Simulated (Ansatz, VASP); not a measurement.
## BN in VASP and in Ansatz

```
B N
1.0
     2.47558    0.00000    0.00000
    -1.23779    2.14391    0.00000
     0.00000    0.00000    6.82350
B N
2 2
Direct
  0.33333 0.66667 0.25000
  0.66667 0.33333 0.75000
  0.66667 0.33333 0.25000
  0.33333 0.66667 0.75000
```

Alike in both runs: task single point; functional r2SCAN; k mesh 9 × 9 × 4; no spin polarisation.

```csv
,VASP,Ansatz
version,VASP 6.6.1,Ansatz 0.2.0
potentials or method,"VASP PAW PBE potentials, release 64 (B, N)","plane waves, PAW"
plane-wave cutoff (eV),520,500
occupations,"gaussian, width 0.01 eV",fixed
valence electrons in the cell,16,16
```

```tsv
	VASP	Ansatz	Ansatz less VASP
gap on the k mesh at the Fermi level (eV)	5.11	5.07	-0.046
pressure (GPa)	8.1	7.7	-0.40
traceless stress, the component that is largest in VASP (GPa)	-8.22	-7.53	+0.691
```

VASP's potentials were made for PBE, not for r2SCAN.
